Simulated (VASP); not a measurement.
# PbO (P4/nmm) in VASP: a series of runs

The runs below take PbO through single point, relaxation of shape and atoms at fixed volume, with r2SCAN.

All numbers are computed with VASP 6.6.1; they aren't measurements. Logs are shortened: lines on timing, memory, paths and dates and some standing lists are left out, and cuts for length are marked.

**1. The cell of the first run**

It takes space group P4/nmm (No. 129, tetragonal). Conventional cell: a = 3.990 Å, b = 3.990 Å, c = 5.554 Å, α = 90.00°, β = 90.00°, γ = 90.00°. Within 3.1 Å of Pb (site symmetry 4mm) lie 4 O at 2.32 Å. Within 3.1 Å of O (site symmetry -4m2) lie 4 Pb at 2.32 Å and 4 O at 2.82 Å.

**2. Single point, r2SCAN (22.10 Å³/atom)**

Contents of POSCAR:

```
PbO
1.0
    3.9896241456      0.0000000000      0.0000000000
    0.0000000000      3.9896241456      0.0000000000
    0.0000000000      0.0000000000      5.5536615303
Pb O
2 2
Direct
    0.5000000000      0.0000000000      0.2142578532
    0.0000000000      0.5000000000      0.7857421468
    0.0000000000      0.0000000000      0.0000000000
    0.5000000000      0.5000000000      0.0000000000
```

Contents of INCAR.step1:

```
PREC     = Accurate       # precision mode
ENCUT    = 520            # plane-wave cutoff, eV
ISMEAR   = 0              # smearing method
SIGMA    = 0.05           # smearing width, eV
LREAL    = F              # projectors in reciprocal space
LASPH    = T              # aspherical terms in the spheres
NELM     = 60             # most SCF steps
NBANDS   = 28             # bands
GGA      = PE             # functional
ALGO     = Normal         # electronic algorithm
EDIFF    = 1E-4           # SCF threshold, eV
LWAVE    = T              # write WAVECAR
LCHARG   = F              # write CHGCAR
```

Contents of INCAR.step2:

```
PREC     = Accurate       # precision mode
ENCUT    = 520            # plane-wave cutoff, eV
EDIFF    = 1E-6           # SCF threshold, eV
ISMEAR   = 0              # smearing method
SIGMA    = 0.05           # smearing width, eV
LREAL    = F              # projectors in reciprocal space
LASPH    = T              # aspherical terms in the spheres
NELM     = 60             # most SCF steps
ALGO     = Normal         # electronic algorithm
ISIF     = 2              # what is computed and relaxed
LWAVE    = F              # write WAVECAR
LCHARG   = F              # write CHGCAR
METAGGA  = R2SCAN         # meta-GGA
LMIXTAU  = T            
NBANDS   = 28             # bands
ISTART   = 1
```

Contents of KPOINTS:

```
regular mesh
0
Gamma
  6 6 4
```

Potentials or basis: VASP PAW PBE potentials, release 64 (Pb_d, O).

On the command line:

```sh
> cat potpaw_PBE.64/Pb_d/POTCAR potpaw_PBE.64/O/POTCAR > POTCAR
> cp INCAR.step1 INCAR
> mpirun -np 1 vasp_std > vasp.out
> cp INCAR.step2 INCAR
> mpirun -np 1 vasp_std > vasp.out
```

OUTCAR:

```text
PREC = Accurate
   ENCUT = 520
   EDIFF = 1E-6
   ISMEAR = 0
   LREAL = F
   LASPH = T
   NELM = 60
   ISIF = 2
   METAGGA = R2SCAN
   ISTART = 1

 ion  position               nearest neighbor table
   1  0.500  0.000  0.214-   3 2.32   4 2.32   4 2.32   3 2.32   2 3.69   2 3.69   2 3.69   2 3.69

   2  0.000  0.500  0.786-   3 2.32   4 2.32   3 2.32   4 2.32   1 3.69   1 3.69   1 3.69   1 3.69

   3  0.000  0.000  0.000-   1 2.32   2 2.32   2 2.32   1 2.32
   4  0.500  0.500  0.000-   1 2.32   2 2.32   1 2.32   2 2.32

  LATTYP: Found a simple tetragonal cell.
 ALAT       =     3.9896241456
 C/A-ratio  =     1.3920262480

  Lattice vectors:

 A1 = (   3.9896241456,   0.0000000000,   0.0000000000)
 A2 = (   0.0000000000,   3.9896241456,   0.0000000000)
 A3 = (   0.0000000000,   0.0000000000,   5.5536615303)

Analysis of symmetry for initial positions (statically):
=====================================================================
 Subroutine PRICEL returns:
 Original cell was already a primitive cell.

 Routine SETGRP: Setting up the symmetry group for a
 simple tetragonal supercell.

 Subroutine GETGRP returns: Found 16 space group operations
 (whereof  8 operations were pure point group operations)
 out of a pool of 16 trial point group operations.

The static configuration has the point symmetry D_2d.
 The point group associated with its full space group is D_4h.

Analysis of symmetry for dynamics (positions and initial velocities):
=====================================================================
 Subroutine PRICEL returns:
 Original cell was already a primitive cell.

 Routine SETGRP: Setting up the symmetry group for a
 simple tetragonal supercell.

 Subroutine GETGRP returns: Found 16 space group operations
 (whereof  8 operations were pure point group operations)
 out of a pool of 16 trial point group operations.

The dynamic configuration has the point symmetry D_2d.
 The point group associated with its full space group is D_4h.

 Subroutine INISYM returns: Found 16 space group operations
 (whereof  8 operations are pure point group operations),
 and found     1 'primitive' translations

----------------------------------------------------------------------------------------

                                     Primitive cell

  volume of cell :      88.3982

  direct lattice vectors                    reciprocal lattice vectors
     3.989624146  0.000000000  0.000000000     0.250650177  0.000000000  0.000000000
     0.000000000  3.989624146  0.000000000     0.000000000  0.250650177  0.000000000
     0.000000000  0.000000000  5.553661530     0.000000000  0.000000000  0.180061387

  length of vectors
     3.989624146  3.989624146  5.553661530     0.250650177  0.250650177  0.180061387

  position of ions in fractional coordinates (direct lattice)
     0.500000000  0.000000000  0.214257853
     0.000000000  0.500000000  0.785742147
     0.000000000  0.000000000  0.000000000
     0.500000000  0.500000000  0.000000000

  ion indices of the primitive-cell ions
   primitive index   ion index
                 1           1
                 2           2
                 3           3
                 4           4

----------------------------------------------------------------------------------------

 KPOINTS: regular mesh

Automatic generation of k-mesh.
 Grid dimensions read from file:
 generate k-points for:    6    6    4

 Generating k-lattice:

  Cartesian coordinates                     Fractional coordinates (reciprocal lattice)
     0.041775030  0.000000000  0.000000000     0.166666667  0.000000000  0.000000000
     0.000000000  0.041775030  0.000000000     0.000000000  0.166666667  0.000000000
     0.000000000  0.000000000  0.045015347     0.000000000  0.000000000  0.250000000

  Length of vectors
     0.041775030  0.041775030  0.045015347

  Shift w.r.t. Gamma in fractional coordinates (k-lattice)
     0.000000000  0.000000000  0.000000000

 Subroutine IBZKPT returns following result:
 ===========================================

 Found     30 irreducible k-points:

 Following reciprocal coordinates:
            Coordinates               Weight
  0.000000  0.000000  0.000000      1.000000
  0.166667  0.000000  0.000000      4.000000
  0.333333  0.000000  0.000000      4.000000
  0.500000  0.000000  0.000000      2.000000
  0.166667  0.166667  0.000000      4.000000
  0.333333  0.166667  0.000000      8.000000
[... 16 lines left out ...]
  0.333333  0.000000  0.500000      4.000000
  0.500000  0.000000  0.500000      2.000000
 [... further k-points ...]
   k-points           NKPTS =     30   k-points in BZ     NKDIM =     30   number of bands    NBANDS=     28
   number of dos      NEDOS =    301   number of ions     NIONS =      4
   total plane-waves  NPLWV =  37800
   dimension x,y,z NGX =    30 NGY =   30 NGZ =   42
   dimension x,y,z NGXF=    60 NGYF=   60 NGZF=   84
   ions per type =               2   2
   NGX,Y,Z   is equivalent  to a cutoff of  12.50, 12.50, 12.57 a.u.
   NGXF,Y,Z  is equivalent  to a cutoff of  25.00, 25.00, 25.14 a.u.
 SYSTEM =  unknown system
   PREC   = accura    normal or accurate (medium, high low for compatibility)
   ISTART =      1    job   : 0-new  1-cont  2-samecut
   ICHARG =      0    charge: 1-file 2-atom 10-const
   ISPIN  =      1    spin polarized calculation?
   LNONCOLLINEAR =      F non collinear calculations
   LSORBIT =      F    spin-orbit coupling
   LASPH  =      T    aspherical Exc in radial PAW
   ENCUT  =  520.0 eV  38.22 Ry    6.18 a.u.   7.42  7.42 10.33*2*pi/ulx,y,z
   NELM   =     60;   NELMIN=  2; NELMDL=  0     # of ELM steps
   EDIFF  = 0.1E-05   stopping-criterion for ELM
   LREAL  =      F    real-space projection
   EDIFFG = 0.1E-04   stopping-criterion for IOM
   NSW    =      0    number of steps for IOM
   IBRION =     -1    ionic relax: 0-MD 1-quasi-New 2-CG
   NFREE  =      0    steps in history (QN), initial steepest desc. (CG)
   ISIF   =      2    stress and relaxation
   ISYM   =      2    0-nonsym 1-usesym 2-fastsym
   POTIM  = 0.5000    time-step for ionic-motion
   TEBEG  =    0.0;   TEEND  =   0.0 temperature during run
   PSTRESS=    0.0 pullay stress
   NELECT =      40.0000    total number of electrons
   NUPDOWN=      -1.0000    fix difference up-down
   EMIN   =  10.00;   EMAX   =-10.00  energy-range for DOS
   EFERMI =   0.00;   METHOD = LEGACY
   ISMEAR =     0;   SIGMA  =   0.05  broadening in eV -4-tet -1-fermi 0-gaus
   EFERMI_NEDOS =   21; number of points for ismear=-14 and -15
   IALGO  =     38    algorithm
   IMIX   =      4    mixing-type and parameters
     AMIX     =   0.40;   BMIX     =  1.00
     AMIX_MAG =   1.60;   BMIX_MAG =  1.00
  volume/ion in A,a.u.               =      22.10       149.14
  Fermi-wavevector in a.u.,A,eV,Ry     =   1.256841  2.375085 21.492436  1.579650
  Thomas-Fermi vector in A             =   2.390529
   LORBIT       =      0    0 simple, 1 ext, 2 COOP (PROOUT), +10 PAW based schemes
   METAGGA = R2SCAN    functional components
   LHFCALC =     F    Hartree Fock is set to
   AEXX    =    0.0000 exact exchange contribution
   IVDW    =     0    specifies the selected vdW correction
   LEPSILON=     F    determine dielectric tensor
   LRPA    =     F    only Hartree local field effects (RPA)
 non-spin polarized calculation
 Gauss-broadening in eV      SIGMA  =   0.05
  energy-cutoff  :      520.00
  volume of cell :       88.40
 maximum number of plane-waves:      2421
 NGX is ok and might be reduce to    30
   NGX = 15   NGY = 15   NGZ = 21

 number of electron      39.9999997 magnetization

 Free energy of the ion-electron system (eV)
  ---------------------------------------------------
  ext. energy  EPLUGINS =         0.00000000
  ---------------------------------------------------
  free energy    TOTEN  =      -129.51830676 eV

  energy without entropy =     -129.51830676  energy(sigma->0) =     -129.51830676

 E-fermi :   4.1239     XC(G=0):  -9.7830

 val. band max:        3.9218404832   @ k =   0.0000   0.0000   0.0000
 cond. band min:       5.9701562932   @ k =   0.5000   0.5000   0.0000
 fundamental gap:      2.0483158100
 Fermi energy:         4.1239001463

 k-point     1 :       0.0000    0.0000    0.0000
  band No.  band energies     occupation
      1     -15.4016      2.00000
      2     -14.7910      2.00000
      3     -12.5313      2.00000
      4     -12.5313      2.00000
      5     -12.4923      2.00000
      6     -12.4641      2.00000
[... 20 lines left out ...]
     27      12.0939      0.00000
     28      12.9338      0.00000

 k-point     2 :       0.1667    0.0000    0.0000
  band No.  band energies     occupation
      1     -15.3423      2.00000
      2     -14.8164      2.00000
      3     -12.5242      2.00000
      4     -12.5168      2.00000
      5     -12.4742      2.00000
      6     -12.4468      2.00000
[... 20 lines left out ...]
     27      12.5274      0.00000
     28      14.5147      0.00000

 k-point     3 :       0.3333    0.0000    0.0000
  band No.  band energies     occupation
      1     -15.1975      2.00000
      2     -14.8980      2.00000
      3     -12.5053      2.00000
      4     -12.4811      2.00000
      5     -12.4446      2.00000
      6     -12.4390      2.00000
[... 20 lines left out ...]
     27      13.0411      0.00000
     28      15.6508      0.00000

 k-point     4 :       0.5000    0.0000    0.0000
  band No.  band energies     occupation
      1     -15.0330      2.00000
      2     -15.0330      2.00000
      3     -12.4786      2.00000
      4     -12.4786      2.00000
      5     -12.4472      2.00000
      6     -12.4472      2.00000
[... 20 lines left out ...]
     27      14.0254      0.00000
     28      14.0254      0.00000

 k-point     5 :       0.1667    0.1667    0.0000
  band No.  band energies     occupation
      1     -15.2896      2.00000
      2     -14.8373      2.00000
      3     -12.5199      2.00000
      4     -12.4967      2.00000
      5     -12.4638      2.00000
      6     -12.4324      2.00000
[... 20 lines left out ...]
     27      13.7190      0.00000
     28      15.0485      0.00000

 k-point     6 :       0.3333    0.1667    0.0000
  band No.  band energies     occupation
      1     -15.1624      2.00000
      2     -14.9054      2.00000
      3     -12.4943      2.00000
      4     -12.4641      2.00000
      5     -12.4446      2.00000
      6     -12.4176      2.00000
[... 463 lines left out ...]
      5     -12.5018      2.00000
      6     -12.4526      2.00000
[... 20 lines left out ...]
     27      12.5309      0.00000
     28      13.5534      0.00000

 k-point    22 :       0.1667    0.0000    0.5000
  band No.  band energies     occupation
      1     -15.3378      2.00000
      2     -14.8143      2.00000
      3     -12.5089      2.00000
      4     -12.4997      2.00000
      5     -12.4822      2.00000
      6     -12.4324      2.00000
[... 20 lines left out ...]
     27      12.8159      0.00000
     28      14.4856      0.00000

 k-point    23 :       0.3333    0.0000    0.5000
  band No.  band energies     occupation
      1     -15.1978      2.00000
      2     -14.8988      2.00000
      3     -12.5077      2.00000
      4     -12.4768      2.00000
      5     -12.4647      2.00000
      6     -12.4431      2.00000
[... 20 lines left out ...]
     27      13.2241      0.00000
     28      14.6484      0.00000

 k-point    24 :       0.5000    0.0000    0.5000
  band No.  band energies     occupation
      1     -15.0355      2.00000
      2     -15.0355      2.00000
      3     -12.4953      2.00000
      4     -12.4953      2.00000
      5     -12.4506      2.00000
      6     -12.4506      2.00000
[... 20 lines left out ...]
     27      13.8546      0.00000
     28      13.8546      0.00000

 [... further k-points ...]

------------------------ aborting loop because EDIFF is reached ----------------------------------------

  FORCE on cell =-STRESS in cart. coord.  units (eV):
  Direction    XX          YY          ZZ          XY          YZ          ZX
  --------------------------------------------------------------------------------------
  -------------------------------------------------------------------------------------
  Total        0.0437368      0.0437368     -0.0355381      0.0000000      0.0000000      0.0000000
  in kB        0.7927096      0.7927096     -0.6441113      0.0000000      0.0000000      0.0000000
  external PRESSURE =       0.3137693 kB  Pullay stress =       0.0000000 kB

 VOLUME and BASIS-vectors are now :
 -----------------------------------------------------------------------------
  energy-cutoff  :      520.00
  volume of cell :       88.40
      direct lattice vectors                 reciprocal lattice vectors
     3.989624146  0.000000000  0.000000000     0.250650177  0.000000000  0.000000000
     0.000000000  3.989624146  0.000000000     0.000000000  0.250650177  0.000000000
     0.000000000  0.000000000  5.553661530     0.000000000  0.000000000  0.180061387

 POSITION                                       TOTAL-FORCE (eV/Angst)
 -----------------------------------------------------------------------------------
      1.99481      0.00000      1.18992        -0.000000     -0.000000      0.114603
      0.00000      1.99481      4.36375         0.000000     -0.000000     -0.114603
      0.00000      0.00000      0.00000         0.000000     -0.000000      0.000000
      1.99481      1.99481      0.00000         0.000000      0.000000      0.000000
 -----------------------------------------------------------------------------------
    total drift:                                0.000000      0.000000     -0.000000

  FREE ENERGIE OF THE ION-ELECTRON SYSTEM (eV)
  ---------------------------------------------------
  free  energy   TOTEN  =      -129.5183067581 eV

  energy  without entropy=     -129.5183067581  energy(sigma->0) =     -129.51830676
```

It took 3.7 min on 1 thread of Intel Xeon 6975P-C (Granite Rapids), shared host; peak memory 0.23 GiB.

What came out:

| Quantity | Value |
| --- | --- |
| Free energy | -129.5183 eV |
| Pressure | 0.0 GPa |
| Largest force | 0.115 eV/Å |
| Band gap on the k mesh | 2.05 eV (least direct gap 2.37 eV) |

Forces on the atoms (eV/Å):
```
Pb   0.000  0.000  0.115
Pb   0.000  0.000 -0.115
O    0.000  0.000  0.000
O    0.000  0.000  0.000
```

Stress tensor (GPa, compression positive):
```
 0.08  0.00  0.00
 0.00  0.08  0.00
 0.00  0.00 -0.06
```

Levels at points of the mesh, in eV from the valence-band top:
```
           k point  band 16  band 17  band 18  band 19  band 20  band 21  band 22  band 23  band 24  band 25
(0.00, 0.00, 0.00)    -4.26    -1.75    -1.70    -1.70     0.00     2.37     4.86     6.49     6.49     6.53
(0.50, 0.00, 0.00)    -3.29    -3.03    -3.03    -1.52    -1.52     3.46     3.46     6.30     6.30     7.27
(0.50, 0.50, 0.00)    -3.55    -1.75    -1.75    -1.06    -1.06     2.05     2.05     5.58     5.58     7.37
(0.00, 0.00, 0.50)    -4.20    -1.76    -1.71    -1.71    -0.99     2.24     4.73     4.93     4.93     8.31
(0.50, 0.00, 0.50)    -3.55    -3.02    -3.02    -1.08    -1.08     3.14     3.14     7.05     7.05     7.08
(0.50, 0.50, 0.50)    -3.75    -2.04    -2.04    -1.06    -1.06     4.02     4.02     4.44     4.44     6.04
```

Caveat: the PAW data sets were made with another functional, which shifts forces and pressure a little; spin-orbit coupling is left out, which moves the levels of the heavy elements. A k mesh can miss the band edges.

**3. Single point, r2SCAN (22.74 Å³/atom)**

This run uses another cell than the first one, of 22.74 Å³/atom.

Contents of POSCAR:

```
PbO
1.0
    3.9902159212      0.0000000000      0.0000000000
    0.0000000000      3.9902159212      0.0000000000
    0.0000000000      0.0000000000      5.7121686229
Pb O
2 2
Direct
    0.5000000000      0.0000000000      0.2085166158
    0.0000000000      0.5000000000      0.7914833842
    0.0000000000      0.0000000000      0.0000000000
    0.5000000000      0.5000000000      0.0000000000
```

Contents of INCAR.step1:

```
  PREC = Accurate
  ENCUT = 520
  ISMEAR = 0
  SIGMA = 0.05
  LREAL = False
  LASPH = True
  NELM = 100
  NBANDS = 28
  GGA = PE
  ALGO = Normal
  EDIFF = 1E-4
  LWAVE = True
  LCHARG = False
```

Contents of INCAR.step2:

```
  PREC = Accurate
  ENCUT = 520
  EDIFF = 1E-7
  ISMEAR = 0
  SIGMA = 0.05
  LREAL = False
  LASPH = True
  NELM = 100
  ALGO = Normal
  ISIF = 2
  LWAVE = False
  LCHARG = False
  METAGGA = R2SCAN
  LMIXTAU = True
  NBANDS = 28
  ISTART = 1
```

KPOINTS is that of step 2.

Potentials or basis: VASP PAW PBE potentials, release 64 (Pb_d, O).

On the command line:

```sh
> cat potpaw_PBE.64/Pb_d/POTCAR potpaw_PBE.64/O/POTCAR > POTCAR
> cp INCAR.step1 INCAR
> mpirun -np 1 vasp_std > vasp.out
> cp INCAR.step2 INCAR
> mpirun -np 1 vasp_std > vasp.out
```

It took 3.9 min on 1 thread of Intel Xeon 6975P-C (Granite Rapids), shared host; peak memory 0.22 GiB.

It converged, with:

* Free energy: -129.5106 eV
* Pressure: -0.1 GPa
* Largest force: 0.117 eV/Å
* Band gap on the k mesh: 2.20 eV (least direct gap 2.31 eV)

Forces on the atoms (eV/Å):
```
Pb   0.000  0.000  0.117
Pb   0.000  0.000 -0.117
O    0.000  0.000  0.000
O    0.000  0.000  0.000
```

Stress tensor (GPa, compression positive):
```
-0.10  0.00  0.00
 0.00 -0.10  0.00
 0.00  0.00 -0.23
```

Levels at points of the mesh, in eV from the valence-band top:
| k point | band 18 | band 19 | band 20 | band 21 | band 22 | band 23 |
| --- | --- | --- | --- | --- | --- | --- |
| (0.00, 0.00, 0.00) | -1.66 | -1.66 | 0.00 | 2.31 | 4.65 | 6.44 |
| (0.50, 0.00, 0.00) | -2.99 | -1.45 | -1.45 | 3.42 | 3.42 | 6.16 |
| (0.50, 0.50, 0.00) | -1.73 | -1.03 | -1.03 | 2.20 | 2.20 | 5.60 |
| (0.00, 0.00, 0.50) | -1.67 | -1.67 | -0.95 | 2.24 | 4.73 | 5.07 |
| (0.50, 0.00, 0.50) | -2.98 | -1.06 | -1.06 | 3.12 | 3.12 | 6.89 |
| (0.50, 0.50, 0.50) | -1.97 | -1.03 | -1.03 | 4.12 | 4.12 | 4.29 |

Caveat: the PAW data sets were made with another functional, which shifts forces and pressure a little; spin-orbit coupling is left out, which moves the levels of the heavy elements.

[end of part 1 of 2]
